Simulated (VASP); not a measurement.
# WC in VASP: a series of runs, part 2 of 2

VASP 6.6.1.

## Step 3: Single point, PBE

File INCAR:

```
SYSTEM = WC
  ALGO = Normal
  EDIFF = 1E-6
  ENCUT = 520
  GGA = PE
  ISIF = 2
  ISMEAR = -1
  LASPH = .True.
  LCHARG = .False.
  LREAL = Auto
  LWAVE = .False.
  NBANDS = 86
  NELM = 100
  PREC = Accurate
  SIGMA = 0.1
```

File KPOINTS:

```
k-points
0
Gamma
  3 3 1
  0 0 0
```

File POSCAR:

```
WC
1.0
    5.6872000000      0.0000000000      0.0000000000
   -2.8436000000      4.9252600000      0.0000000000
    0.0000000000      0.0000000000     16.1894250000
W C
8 8
Direct
    0.0000000000      0.0000000000      0.0617687163
   -0.0004566719      0.0049946602      0.2413056671
   -0.0000030455      0.4999939090      0.0617687163
   -0.0022156316      0.5005624069      0.2386063742
    0.5000000000      0.0000000000      0.0617687163
    0.5023477080     -0.0045885902      0.2406570956
    0.4999969545      0.4999939090      0.0617687163
    0.5011106791      0.4996893565      0.2421148373
    0.3278109535      0.1752800867      0.1417097890
    0.3304774499      0.1476267243      0.3077070372
    0.3271664335      0.6633355396      0.1431428232
    0.3173837815      0.6645537494      0.3151625212
    0.8234678673      0.1752800867      0.1445511499
    0.8440653821      0.1679099174      0.3121852691
    0.8299275660      0.6702996390      0.1448167554
    0.8516893828      0.6695484096      0.3085841529
```

Potentials or basis: VASP PAW PBE potentials, release 64 (W_sv, C).

Started as:

```sh
> cat potpaw_PBE.64/W_sv/POTCAR potpaw_PBE.64/C/POTCAR > POTCAR
> mpirun -np 1 vasp_std > vasp.out
```

Run time: 5.7 min. Hardware: 1 thread of Intel Xeon 6975P-C (Granite Rapids), shared host; peak memory 0.51 GiB.

It converged, with:

| Quantity | Value |
| --- | --- |
| Free energy | -161.3322 eV |
| Largest force | 1.981 eV/Å |
| Band gap on the k mesh | zero (bands 72 and 73 overlap by 0.96 eV) |

Forces in eV/Å, atoms in the order of the input:
```
W   -0.563  0.134 -0.133
W    0.431 -0.575 -1.373
W   -0.484  0.121 -0.412
W    0.959 -0.400  0.016
W   -0.310  0.091 -0.197
W   -0.178 -0.012 -0.198
W   -0.172  0.340 -0.413
W   -0.686  0.068  0.031
C    0.673 -0.516  0.951
C   -0.149  1.350  1.306
C    0.427  0.398  0.603
C    1.538 -0.094 -0.872
C    0.960 -0.678 -0.434
C   -0.880 -0.084  0.089
C    0.041 -0.091 -0.123
C   -1.606 -0.052  1.159
```

Levels at points of the mesh, in eV from the Fermi level:
```tsv
k point	band 69	band 70	band 71	band 72	band 73	band 74	band 75	band 76
(0.00, 0.00, 0.00)	0.24	0.28	0.44	0.45	0.48	0.83	1.08	1.21
```

Caveat: the k points lie up to 0.43 Å⁻¹ apart, too coarse for converged energies and pressures of a metal; spin-orbit coupling is left out, which moves the levels of the heavy elements.

## Step 4: Single point, PBE

File INCAR:

```
SYSTEM = WC
PREC = Accurate ; ENCUT = 520
EDIFF = 1E-6 ; ISMEAR = -1
SIGMA = 0.1 ; LREAL = Auto
LASPH = .True. ; NELM = 80
ALGO = Normal ; ISIF = 2
LWAVE = .False. ; LCHARG = .False.
GGA = PE ; NBANDS = 86
```

File KPOINTS:

```
Automatic mesh
0
Gamma
  3 3 1
  0 0 0
```

File POSCAR:

```
WC
1.0
    5.6872000000      0.0000000000      0.0000000000
   -2.8436000000      4.9252600000      0.0000000000
    0.0000000000      0.0000000000     16.1894250000
W C
8 8
Direct
    0.0000000000      0.0000000000      0.0617687163
   -0.0127739303     -0.0099690169      0.2437640620
   -0.0000030455      0.4999939090      0.0617687163
    0.0066211394      0.5127851119      0.2421518985
    0.5000000000      0.0000000000      0.0617687163
    0.4958362347     -0.0051976951      0.2455306473
    0.4999969545      0.4999939090      0.0617687163
    0.5072027045      0.5145109091      0.2399282248
    0.3351463466      0.1910762071      0.1471948510
    0.3246230075      0.1918680435      0.3145633647
    0.3203944776      0.6697311411      0.1472998578
    0.3325290924      0.6534883438      0.3136368339
    0.8529802673      0.1591185034      0.1462806740
    0.8277464234      0.1617173510      0.3140136231
    0.8328225443      0.6661374222      0.1463177352
    0.8566341836      0.6928365203      0.3195728076
```

Potentials or basis: VASP PAW PBE potentials, release 64 (W_sv, C).

Started as:

```sh
> cat potpaw_PBE.64/W_sv/POTCAR potpaw_PBE.64/C/POTCAR > POTCAR
> mpirun -np 1 vasp_std > vasp.out
```

OUTCAR:

```text
SYSTEM = WC
   PREC = Accurate
   ENCUT = 520
   EDIFF = 1E-6
   ISMEAR = -1
   LREAL = Auto
   LASPH = .True.
   NELM = 80
   ISIF = 2
   GGA = PE

 ion  position               nearest neighbor table
   1  0.000  0.000  0.062-  13 2.04  15 2.14   9 2.16   7 2.84   3 2.84   5 2.84   5 2.84   3 2.84
                             7 2.84   2 2.95
   2  0.987  0.990  0.244-  16 1.91  14 1.99  10 2.03  13 2.18  15 2.24   9 2.32   8 2.72   4 2.77
                             6 2.81   6 2.88   4 2.92   1 2.95   8 2.97
   3  1.000  0.500  0.062-  11 2.10  15 2.14  13 2.17   5 2.84   1 2.84   7 2.84   7 2.84   1 2.84
                             5 2.84   4 2.92
[... 661 lines left out ...]
  in kB       86.0816690     92.1636306    -19.2720159      0.3198936     -7.4331010     -0.0698470
  external PRESSURE =      52.9910946 kB  Pullay stress =       0.0000000 kB

 VOLUME and BASIS-vectors are now :
 -----------------------------------------------------------------------------
  energy-cutoff  :      520.00
  volume of cell :      453.48
      direct lattice vectors                 reciprocal lattice vectors
     5.687200000  0.000000000  0.000000000     0.175833451  0.101517483  0.000000000
    -2.843600000  4.925260000  0.000000000     0.000000000  0.203034967  0.000000000
     0.000000000  0.000000000 16.189425000     0.000000000  0.000000000  0.061768716

 POSITION                                       TOTAL-FORCE (eV/Angst)
 -----------------------------------------------------------------------------------
      0.00000      0.00000      1.00000         0.373481      0.151076      0.266682
      2.79930      4.87616      3.94640         1.632686      3.445895     -0.498385
      4.26540      2.46260      1.00000        -0.078059     -0.164891      0.730032
     -1.42050      2.52560      3.92030        -0.675589     -2.460954      0.885466
      2.84360      0.00000      1.00000        -0.119559      0.378318      1.122835
     -0.00890      4.89966      3.97500        -0.982949      2.240463     -0.458417
[... 8 lines left out ...]
      2.84220      3.28090      2.36880         0.119991      0.068036     -0.852729
      2.90170      3.41240      5.17370        -0.446059     -2.183205     -0.689010
 -----------------------------------------------------------------------------------
    total drift:                               -0.004988     -0.007370     -0.040875

  FREE ENERGIE OF THE ION-ELECTRON SYSTEM (eV)
  ---------------------------------------------------
  free  energy   TOTEN  =      -160.6239950033 eV

  energy  without entropy=     -160.4864141576  energy(sigma->0) =     -160.55520458
```

It took 4.5 min on 1 thread of Intel Xeon 6975P-C (Granite Rapids), shared host; peak memory 0.52 GiB.

What came out:

| Property | Result |
| --- | --- |
| Free energy | -160.6240 eV |
| Largest force | 3.846 eV/Å |
| Band gap on the k mesh | zero (bands 72 and 73 overlap by 1.03 eV) |

Forces in eV/Å, atoms in the order of the input:
```
W    0.373  0.151  0.267
W    1.633  3.446 -0.498
W   -0.078 -0.165  0.730
W   -0.676 -2.461  0.885
W   -0.120  0.378  1.123
W   -0.983  2.240 -0.458
W   -0.077  0.349  0.323
W    0.473 -2.124  0.957
C    1.043 -1.950 -0.369
C    1.327 -0.912 -0.934
C    1.179  0.478 -0.637
C   -0.670  1.147  0.601
C   -2.680  0.660 -0.313
C   -0.418  0.877 -0.135
C    0.120  0.068 -0.853
C   -0.446 -2.183 -0.689
```

Caveat: the k points lie up to 0.43 Å⁻¹ apart, too coarse for converged energies and pressures of a metal; the atoms stand as in a frame of molecular dynamics; spin-orbit coupling is left out, which moves the levels of the heavy elements.

## Step 5: The runs side by side

```csv
cell,gap on the mesh (eV),largest force (eV/Å)
"as given, atomic positions A",none,0.03
"as given, atomic positions B",none,1.98
"as given, atomic positions C",none,3.85
```

Alike in all rows: task single point; level PBE; potentials or basis VASP PAW PBE potentials, release 64 (W_sv, C); no spin polarisation; k mesh 3 × 3 × 1; cutoff (eV) 520; smearing fermi-dirac 0.1 eV.

Caveats: all runs use coarse meshes; spin-orbit coupling is left out, which moves the levels of the heavy elements; the atoms stand as in a frame of molecular dynamics (at least some runs).

Absolute energies hang on the potentials; compare differences alone.
